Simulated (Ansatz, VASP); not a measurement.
Two plane-wave programs on Cr

File INCAR:

```
SYSTEM = Cr
PREC = Accurate
ENCUT = 520
EDIFF = 1E-7
ISMEAR = -1
SIGMA = 0.1
LREAL = .FALSE.
LASPH = .TRUE.
NELM = 60
ALGO = Normal
ISIF = 2
LWAVE = .FALSE.
LCHARG = .TRUE.
GGA = CA
LELF = .TRUE.
LVHAR = .TRUE.
NBANDS = 12
```

The input KPOINTS:

```
Automatic mesh
0
G
  25 25 25
  0 0 0
```

POSCAR

```
Cr
1.0
    0.0000000000      1.7240745801      1.7240745801
    1.7240745801      0.0000000000      1.7240745801
    1.7240745801      1.7240745801      0.0000000000
Cr
1
Direct
    0.0000000000      0.0000000000      0.0000000000
```

Input for Ansatz:

```yaml
crystal:
  lattice:
    - [0.0, 1.7240745801, 1.7240745801]
    - [1.7240745801, 0.0, 1.7240745801]
    - [1.7240745801, 1.7240745801, 0.0]
  atoms:
    - { symbol: Cr, position: [0.0, 0.0, 0.0] }
hamiltonian:
  xc: lda
  pseudopotentials:
    kind: paw
    azcp:
      Cr: "pseudopotentials/Cr.paw.azcp"
basis:
  ecutwfc: 420
  fft_grid_basis: typed
kpoints:
  mp_grid: { grid: [25, 25, 25], shift: [0, 0, 0] }
magnetization:
  spin_polarized: false
scf:
  occupations: { method: fermi_dirac, width: 0.1 }
output:
  stress: true
  write_density: true
  write_potential: true
  elf: true
  volumetric_format: npy
```

Alike in both runs: task single point; functional LDA; k mesh 25 × 25 × 25; occupations fermi-dirac, width 0.1 eV; no spin polarisation.

|  | VASP | Ansatz |
| --- | --- | --- |
| version | VASP 6.6.1 | Ansatz 0.2.0 |
| potentials or method | VASP PAW LDA potentials, release 64 (Cr_pv), cutoff 520 eV | plane waves (420 eV) with PAW, scalar-relativistic |
| valence electrons in the cell | 12 | 14 |

```csv
,VASP,Ansatz,Ansatz less VASP
pressure (GPa),27.4,27.1,-0.34
```

Ansatz warns that its potentials were made for another functional, while VASP's fit it. LDA's correlation is that of Perdew and Zunger in VASP and of Perdew and Wang (1992) in Ansatz. VASP's potentials hold 12 valence electrons a cell and Ansatz's 14, so a difference there can come from the potentials and not from the codes.
